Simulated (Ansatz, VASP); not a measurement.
**Be: VASP beside Ansatz**

INCAR

```
SYSTEM = Be
PREC = Accurate
ENCUT = 520
EDIFF = 1E-6
ISMEAR = -1
SIGMA = 0.05
LREAL = .FALSE.
LASPH = .TRUE.
NELM = 60
ALGO = Fast
ISIF = 2
LWAVE = .FALSE.
LCHARG = .FALSE.
NBANDS = 9
```

Contents of KPOINTS:

```
Automatic mesh
0
G
  13 13 8
  0 0 0
```

The input POSCAR:

```
Be
1.0
    2.3153731856      0.0000000000      0.0000000000
   -1.1576865928      2.0051719980      0.0000000000
    0.0000000000      0.0000000000      3.6313659352
Be
2
Direct
    0.6666666667      0.3333333333      0.7500000000
    0.3333333333      0.6666666667      0.2500000000
```

The input input.yaml:

```yaml
crystal:
  lattice:
    - [2.3153731856, 0.0, 0.0]
    - [-1.1576865928, 2.005171998, 0.0]
    - [0.0, 0.0, 3.6313659352]
  atoms:
    - { symbol: Be, position: [0.6666666667, 0.3333333333, 0.75] }
    - { symbol: Be, position: [0.3333333333, 0.6666666667, 0.25] }
kpoints:
  mp_grid: { grid: [13, 13, 8] }
scf:
  occupations: { method: fermi_dirac, width: 0.05 }
hamiltonian:
  xc: lda
  pseudopotentials: { kind: all_electron, lapw: { basis_error: 0.001 } }
output:
  forces: true
  stress: true
  eigenvalues: true
```

Change from the starting cell: volume scaled by 1.04.

Alike in both runs: task single point; functional LDA; k mesh 13 × 13 × 8; occupations fermi-dirac, width 0.05 eV; no spin polarisation.

|  | VASP | Ansatz |
| --- | --- | --- |
| version | VASP 6.6.1 | Ansatz 0.2.0 |
| potentials or method | VASP PAW LDA potentials, release 64 (Be), cutoff 520 eV | all-electron LAPW, scalar-relativistic |

```csv
,VASP,Ansatz,Ansatz less VASP
gap on the k mesh at the Fermi level (eV),none,none,-
pressure (GPa),-11.7,-12.0,-0.39
"traceless stress, the component that is largest in VASP (GPa)",-1.18,-1.19,-0.011
```

LDA's correlation is that of Perdew and Zunger in VASP and of Perdew and Wang (1992) in Ansatz. A gap of «none» marks a metal or a gap that the smearing closes. Ansatz ran all-electron here, and VASP with PAW potentials.
